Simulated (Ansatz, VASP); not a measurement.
## One calculation of Hf2TiB2, two programs

```
Hf Ti B
1.0
     3.36799    0.00000    0.00000
    -1.68400    2.91677    0.00000
     0.00000    0.00000    7.77558
Hf Ti B
2 1 2
Direct
  0.33333 0.66667 0.67276
  0.66667 0.33333 0.32724
  0.00000 0.00000 0.00000
  0.33333 0.66667 0.16357
  0.66667 0.33333 0.83643
```

Change from the starting cell: species swapped into the YbMn2As2 type (P-3m1, No. 164).

Alike in both runs: functional PBE; k mesh 6 × 6 × 4; occupations gaussian, width 0.1 eV; no spin polarisation.

Ansatz relaxed the structure, and its values are those at the end. VASP's run is a single point on that final structure, the one shown.

|  | VASP | Ansatz |
| --- | --- | --- |
| version | VASP 6.6.1 | Ansatz 0.2.0 |
| potentials or method | VASP PAW PBE potentials, release 64 (Hf_pv, Ti_sv, B), cutoff 520 eV | scalar-relativistic, plane waves, PAW |
| valence electrons in the cell | 38 | 70 |

VASP gave:

```
gap on the k mesh at the Fermi level (eV) : none
pressure (GPa)                            : -0.2
rms of the force components (eV/Å)        : 0.009
```

Problem. Estimate Ansatz's values.

Solution. gap on the k mesh at the Fermi level (eV): none; pressure (GPa): 0.0; rms of the force components (eV/Å): 0.003.

A gap of «none» marks a metal or a gap that the smearing closes. The functional is the same, so the differences come from potentials, cutoffs and numerics. VASP's potentials hold 38 valence electrons a cell and Ansatz's 70, so a difference there can come from the potentials and not from the codes.

Spin-orbit coupling is off throughout.
